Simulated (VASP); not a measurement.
# Zn6O (R-3) in VASP: further runs

The runs below take Zn6O through single point, with PBE.

Everything below comes from runs of VASP 6.6.1. Logs are shortened: lines on timing, memory, paths and dates and some standing lists are left out, and cuts for length are marked.

### Step 1. The cell of the first run

It takes space group R-3 (No. 148, trigonal). Conventional cell: a = 5.099 Å, b = 5.099 Å, c = 13.413 Å, α = 90.00°, β = 90.00°, γ = 120.00°. Zn (site symmetry 1) has 1 O at 2.17 Å and 8 Zn at 2.70 to 2.89 Å within 2.9 Å. O (site symmetry -3) has 6 Zn at 2.17 Å within 2.9 Å.

### Step 2. Single point, PBE

INCAR

```
SYSTEM = Zn6O
PREC = Accurate
ENCUT = 520
EDIFF = 1E-6
ISMEAR = 0
SIGMA = 0.2
LREAL = .FALSE.
LASPH = .TRUE.
NELM = 60
ALGO = Normal
ISIF = 2
LWAVE = .FALSE.
LCHARG = .TRUE.
GGA = PE
LELF = .TRUE.
LVHAR = .TRUE.
NBANDS = 48
```

KPOINTS

```
regular mesh
0
G
  4 4 4
  0 0 0
```

POSCAR

```
Zn6O
1.0
    2.5497449431      1.4720959276      4.4709058727
   -2.5497449431      1.4720959276      4.4709058727
    0.0000000000     -2.9441918602      4.4709058711
Zn O
6 1
Direct
    0.4500027873      0.0798406313      0.7326501902
    0.0798406313      0.7326501902      0.4500027873
    0.2673498098      0.5499972127      0.9201593687
    0.9201593687      0.2673498098      0.5499972127
    0.5499972127      0.9201593687      0.2673498098
    0.7326501902      0.4500027873      0.0798406313
    0.0000000000      0.0000000000      0.0000000000
```

Potentials or basis: VASP PAW PBE potentials, release 64 (Zn, O).

Launch:

```sh
$ cat potpaw_PBE.64/Zn/POTCAR potpaw_PBE.64/O/POTCAR > POTCAR
$ mpirun -np 1 vasp_std > vasp.out
```

OUTCAR:

```text
SYSTEM = Zn6O
   PREC = Accurate
   ENCUT = 520
   EDIFF = 1E-6
   ISMEAR = 0
   LREAL = .FALSE.
   LASPH = .TRUE.
   NELM = 60
   ISIF = 2
   GGA = PE

 ion  position               nearest neighbor table
   1  0.450  0.080  0.733-   7 2.17   4 2.70   3 2.70   5 2.76   5 2.78   2 2.79   6 2.79   2 2.89
                             6 2.89   3 2.98   4 2.98
   2  0.080  0.733  0.450-   7 2.17   5 2.70   3 2.70   4 2.76   4 2.78   1 2.79   6 2.79   1 2.89
                             6 2.89   5 2.98   3 2.98
   3  0.267  0.550  0.920-   7 2.17   1 2.70   2 2.70   6 2.76   6 2.78   5 2.79   4 2.79   4 2.89
                             5 2.89   1 2.98   2 2.98
   4  0.920  0.267  0.550-   7 2.17   1 2.70   6 2.70   2 2.76   2 2.78   5 2.79   3 2.79   5 2.89
                             3 2.89   1 2.98   6 2.98
   5  0.550  0.920  0.267-   7 2.17   2 2.70   6 2.70   1 2.76   1 2.78   4 2.79   3 2.79   4 2.89
                             3 2.89   6 2.98   2 2.98
   6  0.733  0.450  0.080-   7 2.17   5 2.70   4 2.70   3 2.76   3 2.78   1 2.79   2 2.79   2 2.89
                             1 2.89   5 2.98   4 2.98
   7  0.000  0.000  0.000-   1 2.17   5 2.17   3 2.17   6 2.17   2 2.17   4 2.17

  LATTYP: Found a trigonal (rhomboedric) cell.
 ALAT       =     5.3532480811
 COS(alpha) =     0.5462791532

  Lattice vectors:

 A1 = (   2.5497449431,   1.4720959276,   4.4709058727)
 A2 = (  -2.5497449431,   1.4720959276,   4.4709058727)
 A3 = (   0.0000000000,  -2.9441918602,   4.4709058711)

Analysis of symmetry for initial positions (statically):
=====================================================================
 Subroutine PRICEL returns:
 Original cell was already a primitive cell.

 Routine SETGRP: Setting up the symmetry group for a
 trigonal (rhombohedral) supercell.

 Subroutine GETGRP returns: Found  6 space group operations
 (whereof  6 operations were pure point group operations)
 out of a pool of 12 trial point group operations.

The static configuration has the point symmetry S_6 .

Analysis of symmetry for dynamics (positions and initial velocities):
=====================================================================
 Subroutine PRICEL returns:
 Original cell was already a primitive cell.

 Routine SETGRP: Setting up the symmetry group for a
 trigonal (rhombohedral) supercell.

 Subroutine GETGRP returns: Found  6 space group operations
 (whereof  6 operations were pure point group operations)
 out of a pool of 12 trial point group operations.

The dynamic configuration has the point symmetry S_6 .

 Subroutine INISYM returns: Found  6 space group operations
 (whereof  6 operations are pure point group operations),
 and found     1 'primitive' translations

----------------------------------------------------------------------------------------

                                     Primitive cell

  volume of cell :     100.6884

  direct lattice vectors                    reciprocal lattice vectors
     2.549744943  1.472095928  4.470905873     0.196098046  0.113217259  0.074556106
    -2.549744943  1.472095928  4.470905873    -0.196098046  0.113217259  0.074556106
     0.000000000 -2.944191860  4.470905871     0.000000000 -0.226434519  0.074556106

  length of vectors
     5.353248081  5.353248081  5.353248081     0.238392962  0.238392962  0.238392962

  position of ions in fractional coordinates (direct lattice)
     0.450002787  0.079840631  0.732650190
     0.079840631  0.732650190  0.450002787
     0.267349810  0.549997213  0.920159369
     0.920159369  0.267349810  0.549997213
     0.549997213  0.920159369  0.267349810
     0.732650190  0.450002787  0.079840631
     0.000000000  0.000000000  0.000000000

  ion indices of the primitive-cell ions
   primitive index   ion index
                 1           1
                 2           2
                 3           3
                 4           4
                 5           5
                 6           6
                 7           7

----------------------------------------------------------------------------------------

 KPOINTS: regular mesh

Automatic generation of k-mesh.
 Grid dimensions read from file:
 generate k-points for:    4    4    4

 Generating k-lattice:

  Cartesian coordinates                     Fractional coordinates (reciprocal lattice)
     0.049024511  0.028304315  0.018639027     0.250000000  0.000000000  0.000000000
    -0.049024511  0.028304315  0.018639027     0.000000000  0.250000000  0.000000000
     0.000000000 -0.056608630  0.018639027     0.000000000  0.000000000  0.250000000

  Length of vectors
     0.059598240  0.059598240  0.059598240

  Shift w.r.t. Gamma in fractional coordinates (k-lattice)
     0.000000000  0.000000000  0.000000000

 Subroutine IBZKPT returns following result:
 ===========================================

 Found     14 irreducible k-points:

 Following reciprocal coordinates:
            Coordinates               Weight
  0.000000  0.000000  0.000000      1.000000
  0.250000 -0.000000  0.000000      6.000000
  0.500000 -0.000000  0.000000      3.000000
  0.250000  0.250000  0.000000      6.000000
  0.500000  0.250000  0.000000      6.000000
  0.500000 -0.000000 -0.250000      6.000000
 -0.250000  0.250000  0.000000      6.000000
  0.500000  0.500000  0.000000      3.000000
  0.250000  0.250000  0.250000      2.000000
  0.500000  0.250000  0.250000      6.000000
 -0.250000  0.250000  0.250000      6.000000
  0.500000  0.500000  0.250000      6.000000
 -0.250000  0.500000  0.250000      6.000000
  0.500000  0.500000  0.500000      1.000000
   k-points           NKPTS =     14   k-points in BZ     NKDIM =     14   number of bands    NBANDS=     48
   number of dos      NEDOS =    301   number of ions     NIONS =      7
   total plane-waves  NPLWV =  64000
   dimension x,y,z NGX =    40 NGY =   40 NGZ =   40
   dimension x,y,z NGXF=    80 NGYF=   80 NGZF=   80
   ions per type =               6   1
   NGX,Y,Z   is equivalent  to a cutoff of  12.42, 12.42, 12.42 a.u.
   NGXF,Y,Z  is equivalent  to a cutoff of  24.84, 24.84, 24.84 a.u.
 SYSTEM =  Zn6O
   PREC   = accura    normal or accurate (medium, high low for compatibility)
   ISTART =      0    job   : 0-new  1-cont  2-samecut
   ICHARG =      2    charge: 1-file 2-atom 10-const
   ISPIN  =      1    spin polarized calculation?
   LNONCOLLINEAR =      F non collinear calculations
   LSORBIT =      F    spin-orbit coupling
   LASPH  =      T    aspherical Exc in radial PAW
   ENCUT  =  520.0 eV  38.22 Ry    6.18 a.u.   9.95  9.95  9.95*2*pi/ulx,y,z
   NELM   =     60;   NELMIN=  2; NELMDL= -5     # of ELM steps
   EDIFF  = 0.1E-05   stopping-criterion for ELM
   LREAL  =      F    real-space projection
   EDIFFG = 0.1E-04   stopping-criterion for IOM
   NSW    =      0    number of steps for IOM
   IBRION =     -1    ionic relax: 0-MD 1-quasi-New 2-CG
   NFREE  =      0    steps in history (QN), initial steepest desc. (CG)
   ISIF   =      2    stress and relaxation
   ISYM   =      2    0-nonsym 1-usesym 2-fastsym
   POTIM  = 0.5000    time-step for ionic-motion
   TEBEG  =    0.0;   TEEND  =   0.0 temperature during run
   PSTRESS=    0.0 pullay stress
   NELECT =      78.0000    total number of electrons
   NUPDOWN=      -1.0000    fix difference up-down
   EMIN   =  10.00;   EMAX   =-10.00  energy-range for DOS
   EFERMI =   0.00;   METHOD = LEGACY
   ISMEAR =     0;   SIGMA  =   0.20  broadening in eV -4-tet -1-fermi 0-gaus
   EFERMI_NEDOS =   21; number of points for ismear=-14 and -15
   IALGO  =     38    algorithm
   IMIX   =      4    mixing-type and parameters
     AMIX     =   0.40;   BMIX     =  1.00
     AMIX_MAG =   1.60;   BMIX_MAG =  1.00
  volume/ion in A,a.u.               =      14.38        97.07
  Fermi-wavevector in a.u.,A,eV,Ry     =   1.503534  2.841267 30.757514  2.260613
  Thomas-Fermi vector in A             =   2.614631
   LORBIT       =      0    0 simple, 1 ext, 2 COOP (PROOUT), +10 PAW based schemes
   GGA     = PE    functional components
   LHFCALC =     F    Hartree Fock is set to
   AEXX    =    0.0000 exact exchange contribution
   IVDW    =     0    specifies the selected vdW correction
   LEPSILON=     F    determine dielectric tensor
   LRPA    =     F    only Hartree local field effects (RPA)
 non-spin polarized calculation
 Gauss-broadening in eV      SIGMA  =   0.20
  energy-cutoff  :      520.00
  volume of cell :      100.69
 maximum number of plane-waves:      2736
   NGX = 19   NGY = 19   NGZ = 19

 number of electron      77.9999999 magnetization

 Free energy of the ion-electron system (eV)
  ---------------------------------------------------
  ext. energy  EPLUGINS =         0.00000000
  ---------------------------------------------------
  free energy    TOTEN  =       -13.10707246 eV

  energy without entropy =      -13.08885037  energy(sigma->0) =      -13.09796141

 E-fermi :   3.1231     XC(G=0): -11.4418

 val. band max:        2.7671574145   @ k =  -0.2500   0.2500   0.0000
 cond. band min:       3.1721047551   @ k =   0.2500  -0.0000   0.0000
 fundamental gap:      0.4049473407
 Fermi energy:         3.1230836233

 k-point     1 :       0.0000    0.0000    0.0000
  band No.  band energies     occupation
      1     -16.0359      2.00000
      2      -6.0572      2.00000
      3      -5.2245      2.00000
      4      -5.0114      2.00000
      5      -5.0114      2.00000
      6      -4.7310      2.00000
[... 40 lines left out ...]
     47       8.2790      0.00000
     48       8.9052      0.00000

 k-point     2 :       0.2500   -0.0000    0.0000
  band No.  band energies     occupation
      1     -16.0193      2.00000
      2      -5.8943      2.00000
      3      -5.1230      2.00000
      4      -5.0588      2.00000
      5      -4.8837      2.00000
      6      -4.8155      2.00000
[... 604 lines left out ...]
 k-point    14 :       0.5000    0.5000    0.5000
  band No.  band energies     occupation
      1     -16.0111      2.00000
      2      -5.6992      2.00000
      3      -5.0042      2.00000
      4      -5.0042      2.00000
      5      -4.8567      2.00000
      6      -4.8520      2.00000
[... 40 lines left out ...]
     47       9.1766      0.00000
     48       9.2747      0.00000

------------------------ aborting loop because EDIFF is reached ----------------------------------------

  FORCE on cell =-STRESS in cart. coord.  units (eV):
  Direction    XX          YY          ZZ          XY          YZ          ZX
  --------------------------------------------------------------------------------------
  -------------------------------------------------------------------------------------
  Total        0.4836512      0.4836512      0.1533116     -0.0000005      0.0000000      0.0000000
  in kB        7.6959677      7.6959677      2.4395295     -0.0000081      0.0000000      0.0000000
  external PRESSURE =       5.9438216 kB  Pullay stress =       0.0000000 kB

 VOLUME and BASIS-vectors are now :
 -----------------------------------------------------------------------------
  energy-cutoff  :      520.00
  volume of cell :      100.69
      direct lattice vectors                 reciprocal lattice vectors
     2.549744943  1.472095928  4.470905873     0.196098046  0.113217259  0.074556106
    -2.549744943  1.472095928  4.470905873    -0.196098046  0.113217259  0.074556106
     0.000000000 -2.944191860  4.470905871     0.000000000 -0.226434519  0.074556106

 POSITION                                       TOTAL-FORCE (eV/Angst)
 -----------------------------------------------------------------------------------
      0.94382     -1.37708      5.64449         0.012357      0.030328      0.064806
     -1.66450     -0.12883      5.64449         0.020086     -0.025865      0.064806
     -0.72068     -1.50591      7.76823         0.032443      0.004463     -0.064806
      1.66450      0.12883      7.76823        -0.020086      0.025865     -0.064806
     -0.94382      1.37708      7.76823        -0.012357     -0.030328     -0.064806
      0.72068      1.50591      5.64449        -0.032443     -0.004463      0.064806
      0.00000      0.00000      0.00000        -0.000000     -0.000000      0.000000
 -----------------------------------------------------------------------------------
    total drift:                                0.000000      0.000000     -0.000000

  FREE ENERGIE OF THE ION-ELECTRON SYSTEM (eV)
  ---------------------------------------------------
  free  energy   TOTEN  =       -13.1070724635 eV

  energy  without entropy=      -13.0888503660  energy(sigma->0) =      -13.09796141
```

It took 95 s on 1 thread of Intel Xeon Platinum 8488C (Sapphire Rapids), shared host; peak memory 0.26 GiB.

What came out:

- Free energy: -13.1071 eV
- Pressure: 0.6 GPa
- Largest force: 0.073 eV/Å
- Band gap on the k mesh: zero (band 39 reaches 3.32 eV, above the bottom of band 40 at 2.52 eV)

Forces on the atoms (eV/Å):
```
Zn   0.012  0.030  0.065
Zn   0.020 -0.026  0.065
Zn   0.032  0.004 -0.065
Zn  -0.020  0.026 -0.065
Zn  -0.012 -0.030 -0.065
Zn  -0.032 -0.004  0.065
O    0.000  0.000  0.000
```

Levels at points of the mesh, in eV from the Fermi level:
| k point | band 35 | band 36 | band 37 | band 38 | band 39 | band 40 | band 41 | band 42 | band 43 | band 44 |
| --- | --- | --- | --- | --- | --- | --- | --- | --- | --- | --- |
| (0.00, 0.00, 0.00) | -4.42 | -1.85 | -0.81 | -0.81 | -0.68 | 0.41 | 0.41 | 0.95 | 1.07 | 1.59 |
| (0.50, 0.00, 0.00) | -4.87 | -3.31 | -2.11 | -1.44 | -1.43 | 0.47 | 1.16 | 1.29 | 3.67 | 4.37 |
| (0.50, 0.50, 0.00) | -5.19 | -3.91 | -2.70 | -1.23 | -1.13 | -0.60 | 3.93 | 4.46 | 4.54 | 4.90 |
| (0.50, 0.50, 0.50) | -5.06 | -3.21 | -1.40 | -1.40 | -0.89 | 1.03 | 1.03 | 1.79 | 3.33 | 3.33 |

Caveat: the k points lie up to 0.37 Å⁻¹ apart.

### Step 3. Single point, PBE

This run uses another cell than the first one, of 14.44 Å³/atom, 1.004 times its volume.

INCAR

```
SYSTEM = Zn6O
PREC     = Accurate       ! precision mode
ENCUT    = 520            ! plane-wave cutoff, eV
EDIFF    = 1E-7           ! SCF threshold, eV
ISMEAR   = 0              ! smearing method
SIGMA    = 0.1            ! smearing width, eV
LREAL    = .FALSE.        ! projectors in reciprocal space
LASPH    = .TRUE.         ! aspherical terms in the spheres
NELM     = 60             ! most SCF steps
ALGO     = Normal         ! electronic algorithm
ISIF     = 2              ! what is computed and relaxed
LWAVE    = .FALSE.        ! write WAVECAR
LCHARG   = .FALSE.        ! write CHGCAR
GGA      = PE             ! functional
NBANDS   = 48             ! bands
```

KPOINTS

```
regular mesh
0
G
  6 6 6
  0 0 0
```

POSCAR

```
Zn6O
1.0
    2.5560999005      1.4757649656      4.4672201415
   -2.5560999005      1.4757649656      4.4672201415
    0.0000000000     -2.9515299313      4.4672201415
Zn O
6 1
Direct
    0.2672525631      0.9202457222      0.5500819109
    0.5500819109      0.2672525631      0.9202457222
    0.0797542778      0.4499180891      0.7327474369
    0.4499180891      0.7327474369      0.0797542778
    0.7327474369      0.0797542778      0.4499180891
    0.9202457222      0.5500819109      0.2672525631
    0.0000000000      0.0000000000      0.0000000000
```

Potentials or basis: VASP PAW PBE potentials, release 64 (Zn, O).

Launch:

```sh
$ cat potpaw_PBE.64/Zn/POTCAR potpaw_PBE.64/O/POTCAR > POTCAR
$ mpirun -np 1 vasp_std > vasp.out
```

Run time: 5.3 min. Hardware: 1 thread of Intel Xeon Platinum 8488C (Sapphire Rapids), shared host; peak memory 0.31 GiB.

Results (log left out):

- Free energy: -12.9568 eV
- Pressure: 0.3 GPa
- Largest force: 0.016 eV/Å
- Band gap on the k mesh: zero (band 39 reaches 3.16 eV, above the bottom of band 40 at 2.49 eV)

Forces on the atoms (eV/Å):
```
Zn   0.007  0.013 -0.007
Zn  -0.015  0.000 -0.007
Zn  -0.007  0.013  0.007
Zn   0.015  0.000  0.007
Zn  -0.007 -0.013  0.007
Zn   0.007 -0.013 -0.007
O    0.000  0.000  0.000
```

Levels at points of the mesh, in eV from the Fermi level:
```tsv
k point	band 36	band 37	band 38	band 39	band 40	band 41	band 42	band 43
(0.00, 0.00, 0.00)	-1.85	-0.86	-0.86	-0.70	0.36	0.36	0.93	1.03
(0.50, 0.00, 0.00)	-3.34	-2.13	-1.47	-1.46	0.44	1.13	1.24	3.64
(0.50, 0.50, 0.00)	-3.93	-2.73	-1.26	-1.18	-0.64	3.89	4.44	4.51
(0.50, 0.50, 0.50)	-3.24	-1.45	-1.45	-0.92	0.97	0.97	1.75	3.29
```
